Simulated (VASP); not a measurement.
LiF: single point with PBE

Crystal: LiF.

```
CELL_PARAMETERS angstrom
0.00000 2.07442 2.01400
2.07442 0.00000 2.01400
2.07442 2.07442 0.00000
ATOMIC_POSITIONS crystal
Li 0.00000 0.00000 0.00000
F 0.50000 0.50000 0.50000
```

This cell differs from its parent crystal: strain +0.0300 x Voigt [1, 1, 0, 0, 0, 0].

```yaml
Program: VASP 6.6.1
Task: single point
Functional: PBE
Potentials_or_basis: VASP PAW PBE potentials, release 64 (Li_sv, F)
Cutoff: 520 eV
k_mesh: 10 × 10 × 10
Occupations: gaussian, width 0.05 eV
Spin: no spin polarisation
```

```json
{"Band gap on the k mesh": "8.56 eV, direct"}
```

Levels at points of the mesh, in eV from the valence-band top:
```csv
k point,band 2,band 3,band 4,band 5,band 6,band 7,band 8,band 9
"(0.00, 0.00, 0.00)",-19.84,-0.07,0.00,0.00,8.56,22.96,22.96,23.61
"(0.50, 0.00, 0.00)",-19.45,-2.37,-0.26,-0.21,10.45,16.03,18.15,18.67
"(0.50, 0.50, 0.00)",-19.20,-2.77,-0.99,-0.99,14.60,15.91,16.79,19.26
"(0.50, 0.00, 0.50)",-19.24,-2.79,-1.00,-0.82,14.08,16.31,16.70,19.46
```

Run time: 6.4 s on 1 thread of Intel(R) Xeon(R) 6975P-C (Granite Rapids) (shared host), peak memory 0.14 GiB.

Caveat: the cell differs from its parent crystal (strain +0.0300 x Voigt [1, 1, 0, 0, 0, 0]). A k mesh can miss the band edges.
